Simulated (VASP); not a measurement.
# WSe2 in VASP: notebook

WSe2 is run at these levels: PBE+D3(BJ); tasks: single point.

Program: VASP 6.6.1. These are calculated values, not measurements. Logs are shortened: lines on timing, memory, paths and dates and some standing lists are left out, and cuts for length are marked.

### 1 The cell of the first run

The cell holds a slab with vacuum, 6 atoms: a = 3.285 Å, b = 3.285 Å, c = 24.239 Å, α = 90.00°, β = 90.00°, γ = 120.00°.

### 2 Single point, PBE+D3(BJ) (layers slid over each other)

Input file INCAR:

```
PREC = Accurate ; ENCUT = 520
EDIFF = 1E-7 ; ISMEAR = 0
SIGMA = 0.05 ; LREAL = F
LASPH = T ; NELM = 80
ALGO = Normal ; ISIF = 2
LWAVE = F ; LCHARG = F
LDIPOL = T ; IDIPOL = 3
DIPOL = 0.5 0.5 0.389 ; GGA = PE
IVDW = 12 ; NBANDS = 35
```

Input file KPOINTS:

```
regular mesh
0
Gamma
  9 9 1
```

Input file POSCAR:

```
WSe2
1.0
    3.2854926884      0.0000000000      0.0000000000
   -1.6427463442      2.8453201321      0.0000000000
    0.0000000000      0.0000000000     24.2386466672
Se W
4 2
Direct
    0.3333333333      0.6666666667      0.1856539295
    0.3333333333      0.6666666667      0.3246601777
    0.3333333333      1.0000000000      0.4529676712
    0.3333333333      1.0000000000      0.5919739193
    0.6666666667      0.3333333333      0.2551570536
    0.6666666667      0.6666666667      0.5224707953
```

Potentials or basis: VASP PAW PBE potentials, release 64 (Se, W_sv).

Command:

```bash
cat potpaw_PBE.64/Se/POTCAR potpaw_PBE.64/W_sv/POTCAR > POTCAR
mpirun -np 1 vasp_std > vasp.out
```

OUTCAR:

```text
PREC = Accurate
   ENCUT = 520
   EDIFF = 1E-7
   ISMEAR = 0
   LREAL = F
   LASPH = T
   NELM = 80
   ISIF = 2
   GGA = PE
   IVDW = 12
 IVDW          = 12

 ion  position               nearest neighbor table
   1  0.333  0.667  0.186-   5 2.54   5 2.54   5 2.54
   2  0.333  0.667  0.325-   5 2.54   5 2.54   5 2.54
   3  0.333  0.000  0.453-   6 2.54   6 2.54   6 2.54
   4  0.333  0.000  0.592-   6 2.54   6 2.54   6 2.54
   5  0.667  0.333  0.255-   2 2.54   1 2.54   2 2.54   1 2.54   2 2.54   1 2.54
   6  0.667  0.667  0.522-   4 2.54   4 2.54   4 2.54   3 2.54   3 2.54   3 2.54

  LATTYP: Found a hexagonal cell.
 ALAT       =     3.2854926884
 C/A-ratio  =     7.3774769771

  Lattice vectors:

 A1 = (   3.2854926884,   0.0000000000,   0.0000000000)
 A2 = (  -1.6427463442,   2.8453201321,   0.0000000000)
 A3 = (   0.0000000000,   0.0000000000,  24.2386466672)

Analysis of symmetry for initial positions (statically):
=====================================================================
 Subroutine PRICEL returns:
 Original cell was already a primitive cell.

 Routine SETGRP: Setting up the symmetry group for a
 hexagonal supercell.

 Subroutine GETGRP returns: Found  2 space group operations
 (whereof  1 operations were pure point group operations)
 out of a pool of 24 trial point group operations.

The static configuration has the point symmetry C_1 .
 The point group associated with its full space group is C_2 .

Analysis of symmetry for dynamics (positions and initial velocities):
=====================================================================
 Subroutine PRICEL returns:
 Original cell was already a primitive cell.

 Routine SETGRP: Setting up the symmetry group for a
 hexagonal supercell.

 Subroutine GETGRP returns: Found  2 space group operations
 (whereof  1 operations were pure point group operations)
 out of a pool of 24 trial point group operations.

The dynamic configuration has the point symmetry C_1 .
 The point group associated with its full space group is C_2 .

 Subroutine INISYM returns: Found  2 space group operations
 (whereof  1 operations are pure point group operations),
 and found     1 'primitive' translations

----------------------------------------------------------------------------------------

                                     Primitive cell

  volume of cell :     226.5896

  direct lattice vectors                    reciprocal lattice vectors
     3.285492688  0.000000000  0.000000000     0.304368353  0.175727151  0.000000000
    -1.642746344  2.845320132  0.000000000     0.000000000  0.351454302  0.000000000
     0.000000000  0.000000000 24.238646667     0.000000000  0.000000000  0.041256429

  length of vectors
     3.285492688  3.285492688 24.238646667     0.351454302  0.351454302  0.041256429

  position of ions in fractional coordinates (direct lattice)
     0.333333333  0.666666667  0.185653929
     0.333333333  0.666666667  0.324660178
     0.333333333  0.000000000  0.452967671
     0.333333333  0.000000000  0.591973919
     0.666666667  0.333333333  0.255157054
     0.666666667  0.666666667  0.522470795

  ion indices of the primitive-cell ions
   primitive index   ion index
                 1           1
                 2           2
                 3           3
                 4           4
                 5           5
                 6           6

----------------------------------------------------------------------------------------

 KPOINTS: regular mesh

Automatic generation of k-mesh.
 Grid dimensions read from file:
 generate k-points for:    9    9    1

 Generating k-lattice:

  Cartesian coordinates                     Fractional coordinates (reciprocal lattice)
     0.033818706  0.019525239  0.000000000     0.111111111  0.000000000  0.000000000
     0.000000000  0.039050478  0.000000000     0.000000000  0.111111111  0.000000000
     0.000000000  0.000000000  0.041256429     0.000000000  0.000000000  1.000000000

  Length of vectors
     0.039050478  0.039050478  0.041256429

  Shift w.r.t. Gamma in fractional coordinates (k-lattice)
     0.000000000  0.000000000  0.000000000

 Subroutine IBZKPT returns following result:
 ===========================================

 Found     25 irreducible k-points:

 Following reciprocal coordinates:
            Coordinates               Weight
  0.000000  0.000000  0.000000      1.000000
  0.111111 -0.000000  0.000000      2.000000
  0.000000  0.111111  0.000000      4.000000
  0.222222 -0.000000  0.000000      2.000000
  0.000000  0.222222  0.000000      4.000000
  0.333333 -0.000000  0.000000      2.000000
[... 16 lines left out ...]
 -0.222222 -0.444444  0.000000      4.000000
  0.444444  0.333333  0.000000      4.000000
   k-points           NKPTS =     25   k-points in BZ     NKDIM =     25   number of bands    NBANDS=     35
   number of dos      NEDOS =    301   number of ions     NIONS =      6
   total plane-waves  NPLWV = 103680
   dimension x,y,z NGX =    24 NGY =   24 NGZ =  180
   dimension x,y,z NGXF=    48 NGYF=   48 NGZF=  360
   ions per type =               4   2
   NGX,Y,Z   is equivalent  to a cutoff of  12.14, 12.14, 12.35 a.u.
   NGXF,Y,Z  is equivalent  to a cutoff of  24.29, 24.29, 24.69 a.u.
 SYSTEM =  unknown system
   PREC   = accura    normal or accurate (medium, high low for compatibility)
   ISTART =      0    job   : 0-new  1-cont  2-samecut
   ICHARG =      2    charge: 1-file 2-atom 10-const
   ISPIN  =      1    spin polarized calculation?
   LNONCOLLINEAR =      F non collinear calculations
   LSORBIT =      F    spin-orbit coupling
   LASPH  =      T    aspherical Exc in radial PAW
   ENCUT  =  520.0 eV  38.22 Ry    6.18 a.u.   6.11  6.11 45.07*2*pi/ulx,y,z
   NELM   =     80;   NELMIN=  2; NELMDL= -5     # of ELM steps
   EDIFF  = 0.1E-06   stopping-criterion for ELM
   LREAL  =      F    real-space projection
   EDIFFG = 0.1E-05   stopping-criterion for IOM
   NSW    =      0    number of steps for IOM
   IBRION =     -1    ionic relax: 0-MD 1-quasi-New 2-CG
   NFREE  =      0    steps in history (QN), initial steepest desc. (CG)
   ISIF   =      2    stress and relaxation
   ISYM   =      2    0-nonsym 1-usesym 2-fastsym
   POTIM  = 0.5000    time-step for ionic-motion
   TEBEG  =    0.0;   TEEND  =   0.0 temperature during run
   PSTRESS=    0.0 pullay stress
   NELECT =      52.0000    total number of electrons
   NUPDOWN=      -1.0000    fix difference up-down
   EMIN   =  10.00;   EMAX   =-10.00  energy-range for DOS
   EFERMI =   0.00;   METHOD = LEGACY
   ISMEAR =     0;   SIGMA  =   0.05  broadening in eV -4-tet -1-fermi 0-gaus
   EFERMI_NEDOS =   21; number of points for ismear=-14 and -15
   IALGO  =     38    algorithm
   IMIX   =      4    mixing-type and parameters
     AMIX     =   0.40;   BMIX     =  1.00
     AMIX_MAG =   1.60;   BMIX_MAG =  1.00
  volume/ion in A,a.u.               =      37.76       254.85
  Fermi-wavevector in a.u.,A,eV,Ry     =   1.002296  1.894065 13.668372  1.004597
  Thomas-Fermi vector in A             =   2.134774
   LORBIT       =      0    0 simple, 1 ext, 2 COOP (PROOUT), +10 PAW based schemes
   GGA     = PE    functional components
   LHFCALC =     F    Hartree Fock is set to
   AEXX    =    0.0000 exact exchange contribution
   IVDW    =    12    specifies the selected vdW correction
   LEPSILON=     F    determine dielectric tensor
   LRPA    =     F    only Hartree local field effects (RPA)
 non-spin polarized calculation
 Gauss-broadening in eV      SIGMA  =   0.05
  energy-cutoff  :      520.00
  volume of cell :      226.59
 maximum number of plane-waves:      6144
   NGX = 13   NGY = 13   NGZ = 91

 dipolmoment           0.000000      0.000000      0.000000 electrons x Angstroem

 number of electron      51.9999987 magnetization

 dipolmoment           0.000000      0.000000     -0.000000 electrons x Angstroem

 Free energy of the ion-electron system (eV)
  ---------------------------------------------------
  ext. energy  EPLUGINS =         0.00000000
  ---------------------------------------------------
  free energy    TOTEN  =       -43.09906263 eV

  energy without entropy =      -43.09906263  energy(sigma->0) =      -43.09906263

 E-fermi :   1.2761     XC(G=0):  -6.1997

 val. band max:        1.0092347397   @ k =   0.0000   0.0000   0.0000
 cond. band min:       2.3736870814   @ k =   0.2222   0.1111   0.0000
 fundamental gap:      1.3644523418
 Fermi energy:         1.2761381334

 k-point     1 :       0.0000    0.0000    0.0000
  band No.  band energies     occupation
      1     -73.1749      2.00000
      2     -73.1749      2.00000
      3     -37.4234      2.00000
      4     -37.4234      2.00000
      5     -37.2868      2.00000
      6     -37.2868      2.00000
[... 27 lines left out ...]
     34       4.0424      0.00000
     35       5.2168      0.00000

 k-point     2 :       0.1111   -0.0000    0.0000
  band No.  band energies     occupation
      1     -73.1737      2.00000
      2     -73.1737      2.00000
      3     -37.4182      2.00000
      4     -37.4182      2.00000
      5     -37.3136      2.00000
      6     -37.3136      2.00000
[... 27 lines left out ...]
     34       4.1786      0.00000
     35       5.6226      0.00000

 k-point     3 :       0.0000    0.1111    0.0000
  band No.  band energies     occupation
      1     -73.1737      2.00000
      2     -73.1737      2.00000
      3     -37.4182      2.00000
      4     -37.4182      2.00000
      5     -37.3146      2.00000
      6     -37.3131      2.00000
[... 27 lines left out ...]
     34       4.1653      0.00000
     35       5.6268      0.00000
[... 723 lines left out ...]
 k-point    23 :      -0.2222   -0.4444    0.0000
  band No.  band energies     occupation
      1     -73.1638      2.00000
      2     -73.1638      2.00000
      3     -37.4852      2.00000
      4     -37.4842      2.00000
      5     -37.3964      2.00000
      6     -37.3957      2.00000
[... 27 lines left out ...]
     34       5.5978      0.00000
     35       6.2932      0.00000

 k-point    24 :       0.4444    0.3333    0.0000
  band No.  band energies     occupation
      1     -73.1638      2.00000
      2     -73.1638      2.00000
      3     -37.4853      2.00000
      4     -37.4837      2.00000
      5     -37.3969      2.00000
      6     -37.3957      2.00000
[... 27 lines left out ...]
     34       5.6084      0.00000
     35       6.2794      0.00000

 [... further k-points ...]

------------------------ aborting loop because EDIFF is reached ----------------------------------------

 vacuum level on the upper side and lower side of the slab       (xc-potential included)        -0.060        -0.060

 Edisp (eV)   -2.40246

 E8    (eV) :    -1.1044

  FORCE on cell =-STRESS in cart. coord.  units (eV):
  Direction    XX          YY          ZZ          XY          YZ          ZX
  --------------------------------------------------------------------------------------
  -------------------------------------------------------------------------------------
  Total       0.00366     0.15307     0.69974    -0.12939     0.51986    -0.30014
  in kB       0.02589     1.08234     4.94776    -0.91491     3.67583    -2.12224
  external pressure =        2.02 kB  Pullay stress =        0.00 kB

 VOLUME and BASIS-vectors are now :
 -----------------------------------------------------------------------------
  energy-cutoff  :      520.00
  volume of cell :      226.59
      direct lattice vectors                 reciprocal lattice vectors
     3.285492688  0.000000000  0.000000000     0.304368353  0.175727151  0.000000000
    -1.642746344  2.845320132  0.000000000     0.000000000  0.351454302  0.000000000
     0.000000000  0.000000000 24.238646667     0.000000000  0.000000000  0.041256429

 POSITION                                       TOTAL-FORCE (eV/Angst)
 -----------------------------------------------------------------------------------
     -0.00000      1.89688      4.50000         0.003164      0.003828     -0.039030
     -0.00000      1.89688      7.86932         0.064061     -0.117395     -0.124305
      1.09516      0.00000     10.97932        -0.069636      0.114176      0.124305
      1.09516      0.00000     14.34865         0.004897      0.000826      0.039030
      1.64275      0.94844      6.18466         0.014243     -0.027541      0.003581
      1.09516      1.89688     12.66399        -0.016729      0.026105     -0.003581
 -----------------------------------------------------------------------------------
    total drift:                                0.000141      0.000082      0.000011

  FREE ENERGIE OF THE ION-ELECTRON SYSTEM (eV)
  ---------------------------------------------------
  free  energy   TOTEN  =       -45.5015209563 eV

  energy  without entropy=      -45.5015209563  energy(sigma->0) =      -45.50152096

 vacuum level on the upper side and lower side of the slab         5.880         5.880
```

It took 8.4 min on 1 thread of AMD EPYC 7R43 (Zen 3), shared host; peak memory 0.36 GiB.

Results:

| Item | Value |
| --- | --- |
| Free energy | -45.5015 eV |
| Largest force | 0.183 eV/Å |
| Band gap on the k mesh | 1.36 eV (least direct gap 1.64 eV) |
| Dispersion energy per atom | -0.400 eV |

Forces in eV/Å, atoms in the order of the input:
```
Se   0.003  0.004 -0.039
Se   0.064 -0.117 -0.124
Se  -0.070  0.114  0.124
Se   0.005  0.001  0.039
W    0.014 -0.028  0.004
W   -0.017  0.026 -0.004
```

Caveat: the cell differs from its parent crystal (layers slid over each other); spin-orbit coupling is left out, which moves the levels of the heavy elements.

### 3 Single point, PBE+D3(BJ) (layers slid over each other)

Input file INCAR:

```
SYSTEM = WSe2
PREC = Accurate
ENCUT = 520
EDIFF = 1E-6
ISMEAR = 0
SIGMA = 0.05
LREAL = .FALSE.
LASPH = .TRUE.
NELM = 60
ALGO = Normal
ISIF = 2
LWAVE = .FALSE.
LCHARG = .FALSE.
LDIPOL = .TRUE.
IDIPOL = 3
DIPOL = 0.5 0.5 0.389
GGA = PE
IVDW = 12
NBANDS = 35
```

Input file KPOINTS:

```
Automatic mesh
0
G
  9 9 1
  0 0 0
```

Input file POSCAR:

```
WSe2
1.0
    3.2854926884      0.0000000000      0.0000000000
   -1.6427463442      2.8453201321      0.0000000000
    0.0000000000      0.0000000000     24.2386466672
Se W
4 2
Direct
    0.3333333333      0.6666666667      0.1856539295
    0.3333333333      0.6666666667      0.3246601777
    0.3333333333      0.8333333333      0.4529676712
    0.3333333333      0.8333333333      0.5919739193
    0.6666666667      0.3333333333      0.2551570536
    0.6666666667      0.5000000000      0.5224707953
```

Potentials or basis: VASP PAW PBE potentials, release 64 (Se, W_sv).

Command:

```bash
cat potpaw_PBE.64/Se/POTCAR potpaw_PBE.64/W_sv/POTCAR > POTCAR
mpirun -np 1 vasp_std > vasp.out
```

It took 7.7 min on 1 thread of AMD EPYC 7R43 (Zen 3), shared host; peak memory 0.37 GiB.

Results (log left out):

```
Free energy                : -45.3981 eV
Largest force              : 0.403 eV/Å
Band gap on the k mesh     : 1.27 eV (least direct gap 1.62 eV)
Dispersion energy per atom : -0.400 eV
```

Forces on the atoms (eV/Å):
```
Se   0.001  0.003 -0.045
Se   0.073 -0.129 -0.374
Se  -0.075  0.128  0.374
Se   0.003 -0.001  0.045
W    0.016 -0.029 -0.045
W   -0.017  0.029  0.045
```

Levels at points of the mesh, in eV from the valence-band top:
```
           k point  band 22  band 23  band 24  band 25  band 26  band 27  band 28  band 29  band 30  band 31
(0.00, 0.00, 0.00)    -1.40    -1.38    -1.37    -0.84     0.00     2.66     2.70     2.79     2.81     2.88
```

Caveat: the cell differs from its parent crystal (layers slid over each other); spin-orbit coupling is left out, which moves the levels of the heavy elements.
